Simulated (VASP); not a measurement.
Set up this calculation in VASP 6.6.1, as the native input.

```
Task                   : single point
Functional             : PBE
Potentials or basis    : VASP PAW PBE potentials, release 64 (Al, Ga_d, N)
Cutoff                 : 520 eV
k mesh                 : 12 × 12 × 2
Occupations            : gaussian, width 0.1 eV
Spin                   : no spin polarisation
Dipole correction      : no
Further INCAR settings : ALGO = Normal; EDIFF = 1e-06; NBANDS = 39
```

The structure of Al3Ga3N2 lies in POSCAR:

```
Al3Ga3N2
1.0
    3.0762227030      0.0000000000      0.0000000000
   -1.5381113515      2.6640870085      0.0000000000
    0.0000000000      0.0000000000     14.6189816627
Al Ga N
3 3 2
Direct
    0.3333333333      0.6666666667      0.1752414348
    0.0000000000      0.0000000000      0.3520666915
    0.0000000000      0.0000000000      0.0010099985
    0.3333333333      0.6666666667      0.5188037856
    0.3333333333      0.6666666667      0.8459207413
    0.6666666667      0.3333333333      0.6801379606
    0.0000000000      0.0000000000      0.1334958345
    0.3333333333      0.6666666667      0.3063235533
```

One way to write it, as run:

INCAR

```
SYSTEM = Al3Ga3N2
  PREC = Accurate
  ENCUT = 520
  EDIFF = 1E-6
  ISMEAR = 0
  SIGMA = 0.1
  LREAL = .FALSE.
  LASPH = .TRUE.
  NELM = 60
  ALGO = Normal
  ISIF = 2
  LWAVE = .FALSE.
  LCHARG = .FALSE.
  GGA = PE
  NBANDS = 39
```

KPOINTS

```
Automatic mesh
0
G
  12 12 2
  0 0 0
```

Potentials or basis: VASP PAW PBE potentials, release 64 (Al, Ga_d, N).

Run with:

```console
$ cat potpaw_PBE.64/Al/POTCAR potpaw_PBE.64/Ga_d/POTCAR potpaw_PBE.64/N/POTCAR > POTCAR
$ mpirun -np 1 vasp_std > vasp.out
```

It gave:

```
Pressure               : 0.0 GPa
Largest force          : 0.018 eV/Å
Band gap on the k mesh : zero (bands 29 and 30 overlap by 2.89 eV)
```

Run time: 96 s on 1 thread of Intel(R) Xeon(R) 6975P-C (Granite Rapids) (shared host), peak memory 0.33 GiB.
